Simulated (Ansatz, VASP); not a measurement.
Two plane-wave programs on BaTiO3

Contents of INCAR:

```
SYSTEM = BaTiO3
PREC = Accurate
ENCUT = 520
EDIFF = 1E-6
ISMEAR = 0
SIGMA = 0.05
LREAL = .FALSE.
LASPH = .TRUE.
NELM = 80
ALGO = Normal
ISIF = 2
LWAVE = .FALSE.
LCHARG = .FALSE.
GGA = PE
NBANDS = 28
```

File KPOINTS:

```
regular mesh
0
G
  8 8 8
  0 0 0
```

Contents of POSCAR:

```
BaTiO3
1.0
    4.0192501416      0.0000000000      0.0000000000
    0.0000000000      4.0192501416      0.0000000000
    0.0000000000      0.0000000000      4.0192501416
Ba Ti O
1 1 3
Direct
    0.5219912532      0.4780087468      0.5000000000
    0.0000000000      0.0000000000      0.0000000000
    0.5000000000      0.0000000000      0.0000000000
    0.0000000000      0.5000000000      0.0000000000
    0.0000000000      0.0000000000      0.5000000000
```

Input for Ansatz:

```yaml
crystal:
  lattice:
    - [4.0192501416, 0.0, 0.0]
    - [0.0, 4.0192501416, 0.0]
    - [0.0, 0.0, 4.0192501416]
  atoms:
    - { symbol: Ba, position: [0.5219912532, 0.4780087468, 0.5] }
    - { symbol: Ti, position: [0.0, 0.0, 0.0] }
    - { symbol: O, position: [0.5, 0.0, 0.0] }
    - { symbol: O, position: [0.0, 0.5, 0.0] }
    - { symbol: O, position: [0.0, 0.0, 0.5] }
basis:
  ecutwfc: 420
kpoints:
  mp_grid: { grid: [8, 8, 8] }
hamiltonian:
  xc: pbe
scf:
  occupations: { method: gaussian, width: 0.05 }
output:
  forces: true
  stress: true
  eigenvalues: true
  write_density: true
  write_potential: true
  elf: true
  volumetric_format: npy
```

Change from the starting cell: all Ba atoms moved +0.125 Å, as atom 1 along Cartesian [1 -1 0].

Alike in both runs: task single point; functional PBE; k mesh 8 × 8 × 8; occupations gaussian, width 0.05 eV; no spin polarisation.

```csv
,VASP,Ansatz
version,VASP 6.6.1,Ansatz 0.2.0
potentials or method,"VASP PAW PBE potentials, release 64 (Ba_sv, Ti_sv, O), cutoff 520 eV","scalar-relativistic, plane waves, PAW"
valence electrons in the cell,40,40
```

```tsv
	VASP	Ansatz	Ansatz less VASP
gap on the k mesh at the Fermi level (eV)	1.71	1.78	+0.062
least direct gap on the mesh (eV)	1.87	1.89	+0.025
pressure (GPa)	2.2	0.4	-1.76
traceless stress, the component that is largest in VASP (GPa)	-0.46	-0.43	+0.037
rms of the force components (eV/Å)	0.242	0.221	-0.0213
```

Atom by atom the forces differ by 0.026 eV/Å (rms over components).

Spin-orbit coupling is off throughout.
